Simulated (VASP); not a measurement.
# AlCu3 (Pmmn) in VASP: further runs

Runs on AlCu3. Level: PBEsol. Tasks: single point.

Program: VASP 6.6.1. These are calculated values, not measurements. Logs are shortened: lines on timing, memory, paths and dates and some standing lists are left out, and cuts for length are marked.

## 1. The cell of the first run

It takes space group Pmmn (No. 59, orthorhombic). The conventional cell has a = 4.009 Å, b = 4.914 Å, c = 4.580 Å, α = 90.00°, β = 90.00°, γ = 90.00°. Al (site symmetry mm2) has 12 Cu at 2.46 to 2.60 Å within 3.2 Å. Cu (site symmetry mm2) has 4 Al at 2.46 to 2.49 Å and 8 Cu at 2.49 to 2.61 Å within 3.2 Å. Cu (site symmetry m) has 8 Cu at 2.44 to 2.61 Å and 4 Al at 2.49 to 2.60 Å within 3.2 Å.

## 2. Single point, PBEsol (biaxial strain in the a-b plane: -4.0 %)

Input file INCAR:

```
SYSTEM = AlCu3
PREC     = Accurate       ! precision mode
ENCUT    = 520            ! plane-wave cutoff, eV
EDIFF    = 1E-7           ! SCF threshold, eV
ISMEAR   = 0              ! smearing method
SIGMA    = 0.1            ! smearing width, eV
LREAL    = .False.        ! projectors in reciprocal space
LASPH    = .True.         ! aspherical terms in the spheres
NELM     = 80             ! most SCF steps
ALGO     = Fast           ! electronic algorithm
ISIF     = 2              ! what is computed and relaxed
LWAVE    = .False.        ! write WAVECAR
LCHARG   = .False.        ! write CHGCAR
GGA      = PS             ! functional
NBANDS   = 46             ! bands
```

Input file KPOINTS:

```
regular mesh
0
Gamma
  8 8 8
  0 0 0
```

Input file POSCAR:

```
AlCu3
1.0
    4.0086151936      0.0000000000      0.0000000000
    0.0000000000      4.9135883104      0.0000000000
    0.0000000000      0.0000000000      4.5800654705
Al Cu
2 6
Direct
    0.0000000000      0.0000000000      0.6586427730
    0.5000000000      0.5000000000      0.3413572270
    0.0000000000      0.5000000000      0.6625345192
    0.5000000000      0.0000000000      0.3374654808
    0.0000000000      0.2512499671      0.1584326322
    0.0000000000      0.7487500329      0.1584326322
    0.5000000000      0.2487500329      0.8415673678
    0.5000000000      0.7512499671      0.8415673678
```

Potentials or basis: VASP PAW PBE potentials, release 64 (Al, Cu).

Launch:

```
> cat potpaw_PBE.64/Al/POTCAR potpaw_PBE.64/Cu/POTCAR > POTCAR
> mpirun -np 1 vasp_std > vasp.out
```

OUTCAR:

```text
SYSTEM = AlCu3
   PREC = Accurate
   ENCUT = 520
   EDIFF = 1E-7
   ISMEAR = 0
   LREAL = .False.
   LASPH = .True.
   NELM = 80
   ISIF = 2
   GGA = PS

 ion  position               nearest neighbor table
   1  0.000  0.000  0.659-   3 2.46   3 2.46   4 2.49   4 2.49   7 2.49   8 2.49   7 2.49   8 2.49
                             5 2.60   6 2.60   5 2.60   6 2.60
   2  0.500  0.500  0.341-   4 2.46   4 2.46   3 2.49   3 2.49   5 2.49   6 2.49   5 2.49   6 2.49
                             7 2.60   8 2.60   7 2.60   8 2.60
   3  0.000  0.500  0.663-   1 2.46   1 2.46   2 2.49   2 2.49   7 2.49   8 2.49   7 2.49   8 2.49
                             5 2.58   6 2.58   5 2.61   6 2.61
   4  0.500  0.000  0.337-   2 2.46   2 2.46   1 2.49   1 2.49   5 2.49   6 2.49   5 2.49   6 2.49
                             7 2.58   8 2.58   7 2.61   8 2.61
   5  0.000  0.251  0.158-   6 2.44   6 2.47   7 2.47   7 2.47   2 2.49   2 2.49   4 2.49   4 2.49
                             3 2.58   1 2.60   1 2.60   3 2.61
   6  0.000  0.749  0.158-   5 2.44   5 2.47   8 2.47   8 2.47   2 2.49   2 2.49   4 2.49   4 2.49
                             3 2.58   1 2.60   1 2.60   3 2.61
   7  0.500  0.249  0.842-   8 2.44   8 2.47   5 2.47   5 2.47   1 2.49   1 2.49   3 2.49   3 2.49
                             4 2.58   2 2.60   2 2.60   4 2.61
   8  0.500  0.751  0.842-   7 2.44   7 2.47   6 2.47   6 2.47   1 2.49   1 2.49   3 2.49   3 2.49
                             4 2.58   2 2.60   2 2.60   4 2.61

  LATTYP: Found a simple orthorhombic cell.
 ALAT       =     4.0086151936
 B/A-ratio  =     1.1425555333
 C/A-ratio  =     1.2257570440

  Lattice vectors:

 A1 = (  -4.0086151936,   0.0000000000,   0.0000000000)
 A2 = (   0.0000000000,   0.0000000000,   4.5800654705)
 A3 = (   0.0000000000,   4.9135883104,   0.0000000000)

Analysis of symmetry for initial positions (statically):
=====================================================================
 Subroutine PRICEL returns:
 Original cell was already a primitive cell.

 Routine SETGRP: Setting up the symmetry group for a
 simple orthorhombic supercell.

 Subroutine GETGRP returns: Found  8 space group operations
 (whereof  4 operations were pure point group operations)
 out of a pool of  8 trial point group operations.

The static configuration has the point symmetry C_2v.
 The point group associated with its full space group is D_2h.

Analysis of symmetry for dynamics (positions and initial velocities):
=====================================================================
 Subroutine PRICEL returns:
 Original cell was already a primitive cell.

 Routine SETGRP: Setting up the symmetry group for a
 simple orthorhombic supercell.

 Subroutine GETGRP returns: Found  8 space group operations
 (whereof  4 operations were pure point group operations)
 out of a pool of  8 trial point group operations.

The dynamic configuration has the point symmetry C_2v.
 The point group associated with its full space group is D_2h.

 Subroutine INISYM returns: Found  8 space group operations
 (whereof  4 operations are pure point group operations),
 and found     1 'primitive' translations

----------------------------------------------------------------------------------------

                                     Primitive cell

  volume of cell :      90.2121

  direct lattice vectors                    reciprocal lattice vectors
     4.008615194  0.000000000  0.000000000     0.249462708  0.000000000  0.000000000
     0.000000000  4.913588310  0.000000000     0.000000000  0.203517254  0.000000000
     0.000000000  0.000000000  4.580065471     0.000000000  0.000000000  0.218337490

  length of vectors
     4.008615194  4.913588310  4.580065471     0.249462708  0.203517254  0.218337490

  position of ions in fractional coordinates (direct lattice)
     0.000000000  0.000000000  0.658642773
     0.500000000  0.500000000  0.341357227
     0.000000000  0.500000000  0.662534519
     0.500000000  0.000000000  0.337465481
     0.000000000  0.251249967  0.158432632
     0.000000000  0.748750033  0.158432632
     0.500000000  0.248750033  0.841567368
     0.500000000  0.751249967  0.841567368

  ion indices of the primitive-cell ions
   primitive index   ion index
                 1           1
                 2           2
                 3           3
                 4           4
                 5           5
                 6           6
                 7           7
                 8           8

----------------------------------------------------------------------------------------

 KPOINTS: regular mesh

Automatic generation of k-mesh.
 Grid dimensions read from file:
 generate k-points for:    8    8    8

 Generating k-lattice:

  Cartesian coordinates                     Fractional coordinates (reciprocal lattice)
     0.031182838  0.000000000  0.000000000     0.125000000  0.000000000  0.000000000
     0.000000000  0.025439657  0.000000000     0.000000000  0.125000000  0.000000000
     0.000000000  0.000000000  0.027292186     0.000000000  0.000000000  0.125000000

  Length of vectors
     0.031182838  0.025439657  0.027292186

  Shift w.r.t. Gamma in fractional coordinates (k-lattice)
     0.000000000  0.000000000  0.000000000

 Subroutine IBZKPT returns following result:
 ===========================================

 Found    125 irreducible k-points:

 Following reciprocal coordinates:
            Coordinates               Weight
  0.000000  0.000000  0.000000      1.000000
  0.125000  0.000000  0.000000      2.000000
  0.250000  0.000000  0.000000      2.000000
  0.375000  0.000000  0.000000      2.000000
  0.500000  0.000000  0.000000      1.000000
  0.000000  0.125000  0.000000      2.000000
[... 16 lines left out ...]
  0.250000  0.500000  0.000000      2.000000
  0.375000  0.500000  0.000000      2.000000
 [... further k-points ...]
   k-points           NKPTS =    125   k-points in BZ     NKDIM =    125   number of bands    NBANDS=     46
   number of dos      NEDOS =    301   number of ions     NIONS =      8
   total plane-waves  NPLWV =  43200
   dimension x,y,z NGX =    30 NGY =   40 NGZ =   36
   dimension x,y,z NGXF=    60 NGYF=   80 NGZF=   72
   ions per type =               2   6
   NGX,Y,Z   is equivalent  to a cutoff of  12.44, 13.53, 13.07 a.u.
   NGXF,Y,Z  is equivalent  to a cutoff of  24.88, 27.07, 26.13 a.u.
 SYSTEM =  AlCu3
   PREC   = accura    normal or accurate (medium, high low for compatibility)
   ISTART =      0    job   : 0-new  1-cont  2-samecut
   ICHARG =      2    charge: 1-file 2-atom 10-const
   ISPIN  =      1    spin polarized calculation?
   LNONCOLLINEAR =      F non collinear calculations
   LSORBIT =      F    spin-orbit coupling
   LASPH  =      T    aspherical Exc in radial PAW
   ENCUT  =  520.0 eV  38.22 Ry    6.18 a.u.   7.45  9.14  8.52*2*pi/ulx,y,z
   NELM   =     80;   NELMIN=  2; NELMDL= -5     # of ELM steps
   EDIFF  = 0.1E-06   stopping-criterion for ELM
   LREAL  =      F    real-space projection
   EDIFFG = 0.1E-05   stopping-criterion for IOM
   NSW    =      0    number of steps for IOM
   IBRION =     -1    ionic relax: 0-MD 1-quasi-New 2-CG
   NFREE  =      0    steps in history (QN), initial steepest desc. (CG)
   ISIF   =      2    stress and relaxation
   ISYM   =      2    0-nonsym 1-usesym 2-fastsym
   POTIM  = 0.5000    time-step for ionic-motion
   TEBEG  =    0.0;   TEEND  =   0.0 temperature during run
   PSTRESS=    0.0 pullay stress
   NELECT =      72.0000    total number of electrons
   NUPDOWN=      -1.0000    fix difference up-down
   EMIN   =  10.00;   EMAX   =-10.00  energy-range for DOS
   EFERMI =   0.00;   METHOD = LEGACY
   ISMEAR =     0;   SIGMA  =   0.10  broadening in eV -4-tet -1-fermi 0-gaus
   EFERMI_NEDOS =   21; number of points for ismear=-14 and -15
   IALGO  =     68    algorithm
   IMIX   =      4    mixing-type and parameters
     AMIX     =   0.40;   BMIX     =  1.00
     AMIX_MAG =   1.60;   BMIX_MAG =  1.00
  volume/ion in A,a.u.               =      11.28        76.10
  Fermi-wavevector in a.u.,A,eV,Ry     =   1.518556  2.869654 31.375190  2.306011
  Thomas-Fermi vector in A             =   2.627661
   LORBIT       =      0    0 simple, 1 ext, 2 COOP (PROOUT), +10 PAW based schemes
   GGA     = PS    functional components
   LHFCALC =     F    Hartree Fock is set to
   AEXX    =    0.0000 exact exchange contribution
   IVDW    =     0    specifies the selected vdW correction
   LEPSILON=     F    determine dielectric tensor
   LRPA    =     F    only Hartree local field effects (RPA)
 non-spin polarized calculation
 RMM-DIIS sequential band-by-band and
 Gauss-broadening in eV      SIGMA  =   0.10
  energy-cutoff  :      520.00
  volume of cell :       90.21
 maximum number of plane-waves:      2458
 NGX is ok and might be reduce to    30
   NGX = 15   NGY = 19   NGZ = 17

 number of electron      72.0000079 magnetization

 Free energy of the ion-electron system (eV)
  ---------------------------------------------------
  ext. energy  EPLUGINS =         0.00000000
  ---------------------------------------------------
  free energy    TOTEN  =       -35.35062247 eV

  energy without entropy =      -35.33935104  energy(sigma->0) =      -35.34498676

 E-fermi :   9.3981     XC(G=0): -12.8261

 val. band max:        9.3820335646   @ k =   0.3750   0.1250   0.1250
 cond. band min:       9.4013890567   @ k =   0.2500   0.0000   0.5000
 fundamental gap:      0.0193554921
 Fermi energy:         9.3980964786

 k-point     1 :       0.0000    0.0000    0.0000
  band No.  band energies     occupation
      1      -1.7709      2.00000
      2       2.7335      2.00000
      3       3.3167      2.00000
      4       3.7578      2.00000
      5       4.1376      2.00000
      6       4.2153      2.00000
[... 38 lines left out ...]
     45      15.7665      0.00000
     46      16.1436      0.00000
[... 1086 lines left out ...]
      6       4.3585      2.00000
[... 38 lines left out ...]
     45      17.4765      0.00000
     46      17.4768      0.00000

 [... further k-points ...]

------------------------ aborting loop because EDIFF is reached ----------------------------------------

  FORCE on cell =-STRESS in cart. coord.  units (eV):
  Direction    XX          YY          ZZ          XY          YZ          ZX
  --------------------------------------------------------------------------------------
  -------------------------------------------------------------------------------------
  Total        8.9048667      7.8349644      2.3840592      0.0000000      0.0000000      0.0000000
  in kB      158.1514522    139.1498650     42.3411648      0.0000000      0.0000000      0.0000000
  external PRESSURE =     113.2141606 kB  Pullay stress =       0.0000000 kB

 VOLUME and BASIS-vectors are now :
 -----------------------------------------------------------------------------
  energy-cutoff  :      520.00
  volume of cell :       90.21
      direct lattice vectors                 reciprocal lattice vectors
     4.008615194  0.000000000  0.000000000     0.249462708  0.000000000  0.000000000
     0.000000000  4.913588310  0.000000000     0.000000000  0.203517254  0.000000000
     0.000000000  0.000000000  4.580065471     0.000000000  0.000000000  0.218337490

 POSITION                                       TOTAL-FORCE (eV/Angst)
 -----------------------------------------------------------------------------------
      0.00000      0.00000      3.01663         0.000000      0.000000     -0.071842
      2.00431      2.45679      1.56344         0.000000      0.000000      0.071842
      0.00000      2.45679      3.03445         0.000000      0.000000     -0.072710
      2.00431      0.00000      1.54561         0.000000      0.000000      0.072710
      0.00000      1.23454      0.72563         0.000000     -0.002002     -0.067689
      0.00000      3.67905      0.72563         0.000000      0.002002     -0.067689
      2.00431      1.22226      3.85443         0.000000      0.002002      0.067689
      2.00431      3.69133      3.85443         0.000000     -0.002002      0.067689
 -----------------------------------------------------------------------------------
    total drift:                                0.000000     -0.000000     -0.000000

  FREE ENERGIE OF THE ION-ELECTRON SYSTEM (eV)
  ---------------------------------------------------
  free  energy   TOTEN  =       -35.3506224716 eV

  energy  without entropy=      -35.3393510449  energy(sigma->0) =      -35.34498676
```

Run time: 4.9 min. Hardware: 1 thread of Intel Xeon 6975P-C (Granite Rapids), shared host; peak memory 0.47 GiB.

Results:

```yaml
Free_energy: -35.3506 eV
Pressure: 11.3 GPa
Largest_force: 0.073 eV/Å
Band_gap_on_the_k_mesh: zero (bands 36 and 37 overlap by 4.47 eV)
```

Forces on the atoms (eV/Å):
```
Al   0.000  0.000 -0.072
Al   0.000  0.000  0.072
Cu   0.000  0.000 -0.073
Cu   0.000  0.000  0.073
Cu   0.000 -0.002 -0.068
Cu   0.000  0.002 -0.068
Cu   0.000  0.002  0.068
Cu   0.000 -0.002  0.068
```

Stress tensor (GPa, compression positive):
```
15.82  0.00  0.00
 0.00 13.91  0.00
 0.00  0.00  4.23
```

Levels at points of the mesh, in eV from the Fermi level:
```tsv
k point	band 32	band 33	band 34	band 35	band 36	band 37	band 38	band 39	band 40	band 41
(0.00, 0.00, 0.00)	-2.37	-2.25	-1.85	-1.14	-0.78	2.26	3.07	3.57	3.95	4.04
(0.50, 0.00, 0.00)	-2.37	-1.80	-1.80	-0.66	-0.66	-0.44	-0.44	2.28	2.28	5.30
(0.00, 0.50, 0.00)	-2.59	-0.66	-0.66	0.33	0.33	0.58	0.58	2.80	2.80	4.30
(0.50, 0.50, 0.00)	-2.47	-2.43	-2.43	0.61	0.61	0.81	0.81	2.87	2.87	2.93
(0.00, 0.00, 0.50)	-2.28	-1.73	-1.31	-0.42	0.29	0.66	1.14	2.34	3.52	5.64
(0.50, 0.00, 0.50)	-2.40	-2.39	-2.39	-1.17	-1.17	-0.80	-0.80	3.02	3.02	3.05
(0.00, 0.50, 0.50)	-2.61	-2.45	-2.45	2.37	2.37	2.87	2.87	2.96	2.96	4.16
(0.50, 0.50, 0.50)	-2.46	-2.42	-2.42	-2.07	-2.07	-1.93	-1.93	7.33	7.33	8.02
```

Caveat: the cell differs from its parent crystal (biaxial strain in the a-b plane: -4.0 %); the stress differs along the axes, from 4 to 16 GPa; the PAW data sets were made with another functional, which shifts forces and pressure a little.

[end of part 1 of 2]
